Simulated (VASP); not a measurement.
Runs of VASP 6.6.1 on As. The structure is that of space group R-3m (No. 166), or close to it. The cells are those of the table. 

```csv
level,cell,k mesh,gap on the mesh (eV),pressure (GPa),largest force (eV/Å)
PBE,"a = 4.106 Å, angles 54.5°, 2 atoms",12 × 12 × 12,none,(c),1.45
PBE,"a = 4.006 Å, angles 57.1°, 2 atoms",15 × 15 × 15,none,-0.4,0.77
PBE,"a = 4.111, b = 4.177, c = 4.180 Å, angles 54.1, 54.5, 54.2°, 2 atoms",12 × 12 × 12,none,2.2,0.66
r2SCAN,"a = 4.012 Å, angles 57.1°, 2 atoms",15 × 15 × 15,none,(a),0.30
PBE,"a = 3.860 Å, angles 57.2°, 2 atoms",15 × 15 × 15,none,25.1,(b)
```

Alike in all rows: task single point; potentials or basis VASP PAW PBE potentials, release 64 (As); no spin polarisation; cutoff (eV) 520; smearing gaussian 0.1 eV.

**Question.** Estimate the missing entries.

**Answer.** (a) -5.2; (b) 3.72; (c) 6.5.

Caveats: forces of over 1 eV/Å act on the atoms, so gaps and moduli don't describe the material at rest (some runs); the PAW data sets were made with another functional, which shifts forces and pressure a little (some runs).

A k mesh can miss the band edges, and the runs leave out spin-orbit coupling on As.

A gap of «none» marks levels without a gap at the run's occupations.
